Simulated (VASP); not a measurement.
Wanted: the native input for a VASP 6.6.1 run.

- Task: single point
- Functional: PBE
- Potentials or basis: VASP PAW PBE potentials, release 64 (W_sv)
- Cutoff: 520 eV
- k mesh: 1 × 1 × 13
- Occupations: gaussian, width 0.05 eV
- Spin: collinear spin
- Starting moments: [1.5, 1.5, 1.5, 1.5] μB
- Dipole correction: no
- Further INCAR settings: ALGO = Normal; EDIFF = 1e-06; NBANDS = 40

The structure of W lies in POSCAR:

```
W
1.0
   11.6000000000      0.0000000000      0.0000000000
    0.0000000000      9.3000000000      0.0000000000
    0.0000000000      0.0000000000      5.0694480870
W
4
Direct
    0.4005941763      0.5000000000      0.0000000000
    0.4005941763      0.5000000000      0.5000000000
    0.5994058237      0.5000000000      0.0000000000
    0.5994058237      0.5000000000      0.5000000000
```

One way to write it, as run:

INCAR

```
SYSTEM = W
PREC = Accurate
ENCUT = 520
EDIFF = 1E-6
ISMEAR = 0
SIGMA = 0.05
LREAL = .False.
LASPH = .True.
NELM = 150
ALGO = Normal
ISIF = 2
LWAVE = .False.
LCHARG = .False.
ISPIN = 2
MAGMOM = 1.5 1.5 1.5 1.5
LORBIT = 11
LMAXMIX = 4
GGA = PE
NBANDS = 40
```

KPOINTS

```
regular mesh
0
Gamma
  1 1 13
  0 0 0
```

Potentials or basis: VASP PAW PBE potentials, release 64 (W_sv).

Command:

```bash
$ cat potpaw_PBE.64/W_sv/POTCAR > POTCAR
$ mpirun -np 1 vasp_std > vasp.out
```

It gave:

- Largest force: 0.224 eV/Å
- Net moment: 1.45 μB per cell
- Site moments: W +0.21 μB
- Valence electrons inside the program's atomic spheres: W 12.17

Run time: 12 min on 1 thread of AMD EPYC 7R13, with other jobs on the host, peak memory 0.81 GiB.
